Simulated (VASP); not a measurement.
# C (Fd-3m) in VASP: single point with PBE

Aim: the single point of C with PBE.

All numbers are computed with VASP 6.6.1; they aren't measurements. Logs are shortened: lines on timing, memory, paths and dates and some standing lists are left out, and cuts for length are marked.

### Step 1. The cell of the first run

Symmetry: Fd-3m, No. 227, cubic system. The conventional cell has a = 3.572 Å, b = 3.572 Å, c = 3.572 Å, α = 90.00°, β = 90.00°, γ = 90.00°. Within 2.1 Å of C (site symmetry -43m) lie 4 C at 1.55 Å.

### Step 2. Single point, PBE

File INCAR:

```
  ALGO = Normal
  EDIFF = 1E-6
  ENCUT = 600
  GGA = PE
  GGA_COMPAT = F
  ISIF = 2
  ISMEAR = 0
  LASPH = T
  LCHARG = F
  LREAL = F
  LWAVE = F
  NBANDS = 11
  NELM = 120
  PREC = Accurate
  SIGMA = 0.02
```

File KPOINTS:

```
k-points
0
Gamma
  12 12 12
```

File POSCAR:

```
C
1.0
    0.0000000000      1.7858396233      1.7858396233
    1.7858396233      0.0000000000      1.7858396233
    1.7858396233      1.7858396233      0.0000000000
C
2
Direct
    0.0000000000      0.0000000000      0.0000000000
    0.2500000000      0.2500000000      0.2500000000
```

Potentials or basis: VASP PAW PBE potentials, release 64 (C).

Command:

```
$ cat potpaw_PBE.64/C/POTCAR > POTCAR
$ mpirun -np 1 vasp_std > vasp.out
```

OUTCAR:

```text
EDIFF = 1E-6
   ENCUT = 600
   GGA = PE
   ISIF = 2
   ISMEAR = 0
   LASPH = T
   LREAL = F
   NELM = 120
   PREC = Accurate

 ion  position               nearest neighbor table
   1  0.000  0.000  0.000-   2 1.55   2 1.55   2 1.55   2 1.55
   2  0.250  0.250  0.250-   1 1.55   1 1.55   1 1.55   1 1.55

  LATTYP: Found a face centered cubic cell.
 ALAT       =     3.5716792466

  Lattice vectors:

 A1 = (   0.0000000000,   1.7858396233,   1.7858396233)
 A2 = (   1.7858396233,   0.0000000000,   1.7858396233)
 A3 = (   1.7858396233,   1.7858396233,   0.0000000000)

Analysis of symmetry for initial positions (statically):
=====================================================================
 Subroutine PRICEL returns:
 Original cell was already a primitive cell.

 Routine SETGRP: Setting up the symmetry group for a
 face centered cubic supercell.

 Subroutine GETGRP returns: Found 48 space group operations
 (whereof 24 operations were pure point group operations)
 out of a pool of 48 trial point group operations.

The static configuration has the point symmetry T_d .
 The point group associated with its full space group is O_h .

Analysis of symmetry for dynamics (positions and initial velocities):
=====================================================================
 Subroutine PRICEL returns:
 Original cell was already a primitive cell.

 Routine SETGRP: Setting up the symmetry group for a
 face centered cubic supercell.

 Subroutine GETGRP returns: Found 48 space group operations
 (whereof 24 operations were pure point group operations)
 out of a pool of 48 trial point group operations.

The dynamic configuration has the point symmetry T_d .
 The point group associated with its full space group is O_h .

 Subroutine INISYM returns: Found 48 space group operations
 (whereof 24 operations are pure point group operations),
 and found     1 'primitive' translations

----------------------------------------------------------------------------------------

                                     Primitive cell

  volume of cell :      11.3909

  direct lattice vectors                    reciprocal lattice vectors
     0.000000000  1.785839623  1.785839623    -0.279980348  0.279980348  0.279980348
     1.785839623  0.000000000  1.785839623     0.279980348 -0.279980348  0.279980348
     1.785839623  1.785839623  0.000000000     0.279980348  0.279980348 -0.279980348

  length of vectors
     2.525558615  2.525558615  2.525558615     0.484940189  0.484940189  0.484940189

  position of ions in fractional coordinates (direct lattice)
     0.000000000  0.000000000  0.000000000
     0.250000000  0.250000000  0.250000000

  ion indices of the primitive-cell ions
   primitive index   ion index
                 1           1
                 2           2

----------------------------------------------------------------------------------------

 KPOINTS: k-points

Automatic generation of k-mesh.
 Grid dimensions read from file:
 generate k-points for:   12   12   12

 Generating k-lattice:

  Cartesian coordinates                     Fractional coordinates (reciprocal lattice)
    -0.023331696  0.023331696  0.023331696     0.083333333  0.000000000  0.000000000
     0.023331696 -0.023331696  0.023331696     0.000000000  0.083333333  0.000000000
     0.023331696  0.023331696 -0.023331696     0.000000000  0.000000000  0.083333333

  Length of vectors
     0.040411682  0.040411682  0.040411682

  Shift w.r.t. Gamma in fractional coordinates (k-lattice)
     0.000000000  0.000000000  0.000000000

 Subroutine IBZKPT returns following result:
 ===========================================

 Found     72 irreducible k-points:

 Following reciprocal coordinates:
            Coordinates               Weight
  0.000000  0.000000  0.000000      1.000000
  0.083333  0.000000  0.000000      8.000000
  0.166667  0.000000  0.000000      8.000000
  0.250000  0.000000  0.000000      8.000000
  0.333333  0.000000  0.000000      8.000000
  0.416667  0.000000  0.000000      8.000000
[... 16 lines left out ...]
  0.500000  0.166667  0.000000     24.000000
 -0.416667  0.166667  0.000000     24.000000
 [... further k-points ...]
   k-points           NKPTS =     72   k-points in BZ     NKDIM =     72   number of bands    NBANDS=     11
   number of dos      NEDOS =    301   number of ions     NIONS =      2
   total plane-waves  NPLWV =   8000
   dimension x,y,z NGX =    20 NGY =   20 NGZ =   20
   dimension x,y,z NGXF=    40 NGYF=   40 NGZF=   40
   ions per type =               2
   NGX,Y,Z   is equivalent  to a cutoff of  13.17, 13.17, 13.17 a.u.
   NGXF,Y,Z  is equivalent  to a cutoff of  26.33, 26.33, 26.33 a.u.
 SYSTEM =  unknown system
   PREC   = accura    normal or accurate (medium, high low for compatibility)
   ISTART =      0    job   : 0-new  1-cont  2-samecut
   ICHARG =      2    charge: 1-file 2-atom 10-const
   ISPIN  =      1    spin polarized calculation?
   LNONCOLLINEAR =      F non collinear calculations
   LSORBIT =      F    spin-orbit coupling
   LASPH  =      T    aspherical Exc in radial PAW
   ENCUT  =  600.0 eV  44.10 Ry    6.64 a.u.   5.04  5.04  5.04*2*pi/ulx,y,z
   NELM   =    120;   NELMIN=  2; NELMDL= -5     # of ELM steps
   EDIFF  = 0.1E-05   stopping-criterion for ELM
   LREAL  =      F    real-space projection
   EDIFFG = 0.1E-04   stopping-criterion for IOM
   NSW    =      0    number of steps for IOM
   IBRION =     -1    ionic relax: 0-MD 1-quasi-New 2-CG
   NFREE  =      0    steps in history (QN), initial steepest desc. (CG)
   ISIF   =      2    stress and relaxation
   ISYM   =      2    0-nonsym 1-usesym 2-fastsym
   POTIM  = 0.5000    time-step for ionic-motion
   TEBEG  =    0.0;   TEEND  =   0.0 temperature during run
   PSTRESS=    0.0 pullay stress
   NELECT =       8.0000    total number of electrons
   NUPDOWN=      -1.0000    fix difference up-down
   EMIN   =  10.00;   EMAX   =-10.00  energy-range for DOS
   EFERMI =   0.00;   METHOD = LEGACY
   ISMEAR =     0;   SIGMA  =   0.02  broadening in eV -4-tet -1-fermi 0-gaus
   EFERMI_NEDOS =   21; number of points for ismear=-14 and -15
   IALGO  =     38    algorithm
   IMIX   =      4    mixing-type and parameters
     AMIX     =   0.40;   BMIX     =  1.00
     AMIX_MAG =   1.60;   BMIX_MAG =  1.00
  volume/ion in A,a.u.               =       5.70        38.43
  Fermi-wavevector in a.u.,A,eV,Ry     =   1.455188  2.749906 28.811309  2.117571
  Thomas-Fermi vector in A             =   2.572251
   LORBIT       =      0    0 simple, 1 ext, 2 COOP (PROOUT), +10 PAW based schemes
   GGA     = PE    functional components
   LHFCALC =     F    Hartree Fock is set to
   AEXX    =    0.0000 exact exchange contribution
   IVDW    =     0    specifies the selected vdW correction
   LEPSILON=     F    determine dielectric tensor
   LRPA    =     F    only Hartree local field effects (RPA)
 non-spin polarized calculation
 Gauss-broadening in eV      SIGMA  =   0.02
  energy-cutoff  :      600.00
  volume of cell :       11.39
 maximum number of plane-waves:       392
   NGX =  9   NGY =  9   NGZ =  9

 number of electron       7.9999999 magnetization

 Free energy of the ion-electron system (eV)
  ---------------------------------------------------
  ext. energy  EPLUGINS =         0.00000000
  ---------------------------------------------------
  free energy    TOTEN  =       -18.19049229 eV

  energy without entropy =      -18.19049229  energy(sigma->0) =      -18.19049229

 E-fermi :   9.7718     XC(G=0): -13.2299

 val. band max:        9.6685473413   @ k =   0.0000   0.0000   0.0000
 cond. band min:      13.8126040068   @ k =   0.3333   0.3333   0.0000
 fundamental gap:      4.1440566655
 Fermi energy:         9.7718307197

 k-point     1 :       0.0000    0.0000    0.0000
  band No.  band energies     occupation
      1     -11.7522      2.00000
      2       9.6685      2.00000
      3       9.6685      2.00000
      4       9.6685      2.00000
      5      15.2474      0.00000
      6      15.2474      0.00000
      7      15.2474      0.00000
      8      22.9048      0.00000
      9      28.9106      0.00000
     10      36.1592      0.00000
     11      36.1592      0.00000

 k-point     2 :       0.0833    0.0000    0.0000
  band No.  band energies     occupation
      1     -11.5606      2.00000
      2       8.4465      2.00000
      3       9.3473      2.00000
      4       9.3473      2.00000
      5      15.6682      0.00000
      6      15.6682      0.00000
      7      15.9569      0.00000
      8      23.0724      0.00000
      9      29.2301      0.00000
     10      34.0414      0.00000
     11      34.0414      0.00000

 k-point     3 :       0.1667    0.0000    0.0000
  band No.  band energies     occupation
      1     -10.9877      2.00000
      2       5.9240      2.00000
      3       8.6498      2.00000
      4       8.6498      2.00000
      5      16.5833      0.00000
      6      16.5833      0.00000
      7      17.0355      0.00000
      8      23.5561      0.00000
      9      29.8985      0.00000
     10      32.4502      0.00000
     11      32.4502      0.00000

 k-point     4 :       0.2500    0.0000    0.0000
  band No.  band energies     occupation
      1     -10.0424      2.00000
      2       3.0969      2.00000
      3       7.9300      2.00000
      4       7.9300      2.00000
      5      17.4378      0.00000
      6      17.4378      0.00000
      7      17.7749      0.00000
      8      24.2355      0.00000
      9      30.3250      0.00000
     10      32.0327      0.00000
     11      32.0327      0.00000
[... 239 lines left out ...]
 k-point    22 :       0.4167    0.1667    0.0000
  band No.  band energies     occupation
      1      -7.5939      2.00000
      2      -0.0767      2.00000
      3       5.4108      2.00000
      4       5.6319      2.00000
      5      16.3297      0.00000
      6      20.6276      0.00000
      7      20.7293      0.00000
      8      22.3209      0.00000
      9      30.6877      0.00000
     10      32.0469      0.00000
     11      37.0147      0.00000

 k-point    23 :       0.5000    0.1667    0.0000
  band No.  band energies     occupation
      1      -6.0198      2.00000
      2      -2.3067      2.00000
      3       4.6963      2.00000
      4       5.7186      2.00000
      5      16.7512      0.00000
      6      20.3598      0.00000
      7      20.8415      0.00000
      8      23.9125      0.00000
      9      29.7561      0.00000
     10      33.4038      0.00000
     11      36.2009      0.00000

 k-point    24 :      -0.4167    0.1667    0.0000
  band No.  band energies     occupation
      1      -5.5933      2.00000
      2      -2.8190      2.00000
      3       4.2119      2.00000
      4       6.0952      2.00000
      5      17.1871      0.00000
      6      19.8717      0.00000
      7      20.8195      0.00000
      8      25.0568      0.00000
      9      29.0658      0.00000
     10      33.8087      0.00000
     11      34.1561      0.00000

 [... further k-points ...]
[... 5 lines left out ...]
  --------------------------------------------------------------------------------------
  -------------------------------------------------------------------------------------
  Total       -0.0029790     -0.0029790     -0.0029790      0.0000000      0.0000000      0.0000000
  in kB       -0.4190162     -0.4190162     -0.4190162      0.0000000      0.0000000      0.0000000
  external PRESSURE =      -0.4190162 kB  Pullay stress =       0.0000000 kB

 VOLUME and BASIS-vectors are now :
 -----------------------------------------------------------------------------
  energy-cutoff  :      600.00
  volume of cell :       11.39
      direct lattice vectors                 reciprocal lattice vectors
     0.000000000  1.785839623  1.785839623    -0.279980348  0.279980348  0.279980348
     1.785839623  0.000000000  1.785839623     0.279980348 -0.279980348  0.279980348
     1.785839623  1.785839623  0.000000000     0.279980348  0.279980348 -0.279980348

 POSITION                                       TOTAL-FORCE (eV/Angst)
 -----------------------------------------------------------------------------------
      0.00000      0.00000      0.00000        -0.000000     -0.000000     -0.000000
      0.89292      0.89292      0.89292         0.000000      0.000000      0.000000
 -----------------------------------------------------------------------------------
    total drift:                                0.000000      0.000000      0.000000

  FREE ENERGIE OF THE ION-ELECTRON SYSTEM (eV)
  ---------------------------------------------------
  free  energy   TOTEN  =       -18.1904922850 eV

  energy  without entropy=      -18.1904922850  energy(sigma->0) =      -18.19049229
```

Wall time 10 s (1 thread of AMD EPYC 7R13, shared host); peak memory 0.09 GiB.

Results:

```yaml
Free_energy: -18.1905 eV
Pressure: 0.0 GPa
Band_gap_on_the_k_mesh: 4.14 eV, indirect (least direct gap 5.58 eV)
```

Levels at points of the mesh, in eV from the valence-band top:
```csv
k point,band 1,band 2,band 3,band 4,band 5,band 6,band 7,band 8
"(0.00, 0.00, 0.00)",-21.42,0.00,0.00,0.00,5.58,5.58,5.58,13.24
"(0.50, 0.00, 0.00)",-15.67,-13.33,-2.79,-2.79,8.44,8.44,8.79,15.66
"(0.50, 0.50, 0.00)",-12.73,-12.73,-6.27,-6.27,4.75,4.75,16.74,16.74
```

A k mesh can miss the band edges.
